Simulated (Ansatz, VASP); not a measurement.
One calculation of VInC4N4, two programs

```
V In C N
1.0
     5.97962    0.00000    0.00000
     0.00000    5.97962    0.00000
     0.00000    0.00000    5.97962
V In C N
1 1 4 4
Direct
  0.50000 0.50000 0.50000
  0.00000 0.00000 0.00000
  0.19320 0.19320 0.19320
  0.19320 0.80680 0.80680
  0.80680 0.19320 0.80680
  0.80680 0.80680 0.19320
  0.30617 0.30617 0.30617
  0.30617 0.69383 0.69383
  0.69383 0.30617 0.69383
  0.69383 0.69383 0.30617
```

Alike in both runs: task single point; functional PBE; k mesh 4 × 4 × 4; occupations gaussian, width 0.1 eV; collinear spin.

|  | VASP | Ansatz |
| --- | --- | --- |
| version | VASP 6.6.1 | Ansatz 0.2.0 |
| potentials or method | VASP PAW PBE potentials, release 64 (V_sv, In_d, C, N), cutoff 520 eV | scalar-relativistic, plane waves, PAW |
| valence electrons in the cell | 62 | 62 |

VASP gave:

- pressure (GPa): 4.9
- rms of the force components (eV/Å): 0.965
- net moment per atom (μB): 0.00
- size of the moment on the site where the two differ most (μB): 0.00

Q: What did Ansatz give for the same quantities?

A: Pressure (GPa): 6.1; rms of the force components (eV/Å): 0.814; net moment per atom (μB): 0.40; size of the moment on the site where the two differ most (μB): 1.95.

The net moments are unlike, so the other rows may belong to different states. Site moments also hang on the region over which each program counts them. Atom by atom the forces differ by 0.579 eV/Å (rms over components).

Noted on VASP's run: the standard files for N, O and F lose accuracy on very short bonds.
